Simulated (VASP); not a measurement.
Wanted: the native input for a VASP 6.6.1 run.

```
Task                   : single point
Functional             : PBEsol
Potentials or basis    : VASP PAW PBE potentials, release 64 (Co, Si)
Cutoff                 : 520 eV
k mesh                 : 12 × 12 × 5
Occupations            : gaussian, width 0.15 eV
Spin                   : no spin polarisation
Dipole correction      : no
Further INCAR settings : ALGO = Fast; EDIFF = 1e-06; NBANDS = 46
```

The structure of CoSi2 lies in POSCAR:

```
CoSi2
1.0
   -2.6562539695     -2.6562539695      0.0000000000
    2.6562539695     -2.6562539695      0.0000000000
   -0.4425319113      0.0000000000     10.6250158778
Co Si
4 8
Direct
    0.4843812500      0.5156187500      0.1875000000
   -0.0364437500      0.0364437500      0.4375000000
    0.4427312500      0.5572687500      0.6875000000
   -0.0780937500      0.0780937500      0.9375000000
    0.4947937500      0.0052062500      0.0625000000
   -0.0260312500      0.5260312500      0.3125000000
    0.4531437500      0.0468562500      0.5625000000
   -0.0676812500      0.5676812500      0.8125000000
    0.4739687500      0.0260312500      0.3125000000
   -0.0468562500      0.5468562500      0.5625000000
    0.4323187500      0.0676812500      0.8125000000
   -0.0052062500      0.5052062500      0.0625000000
```

This cell differs from its parent crystal: the part above a cut slid along it.

These files were run (other wordings do the same):

INCAR

```
SYSTEM = CoSi2
  ALGO = Fast
  EDIFF = 1E-6
  ENCUT = 520
  GGA = PS
  ISIF = 2
  ISMEAR = 0
  LASPH = .True.
  LCHARG = .True.
  LELF = .True.
  LREAL = .False.
  LVHAR = .True.
  LWAVE = .False.
  NBANDS = 46
  NELM = 80
  PREC = Accurate
  SIGMA = 0.15
```

KPOINTS

```
k-points
0
Gamma
  12 12 5
  0 0 0
```

Potentials or basis: VASP PAW PBE potentials, release 64 (Co, Si).

Command:

```console
$ cat potpaw_PBE.64/Co/POTCAR potpaw_PBE.64/Si/POTCAR > POTCAR
$ mpirun -np 1 vasp_std > vasp.out
```

Results of the run:

```
Pressure               : 2.2 GPa
Largest force          : 3.174 eV/Å
Band gap on the k mesh : zero (bands 34 and 35 overlap by 2.46 eV)
```

Caveat: the cell differs from its parent crystal (the part above a cut slid along it); the PAW data sets were made with another functional, which shifts forces and pressure a little.

Run time: 54 min on 1 thread of Oxide Virtual Turin-like Processor, on a shared host, peak memory 0.94 GiB.
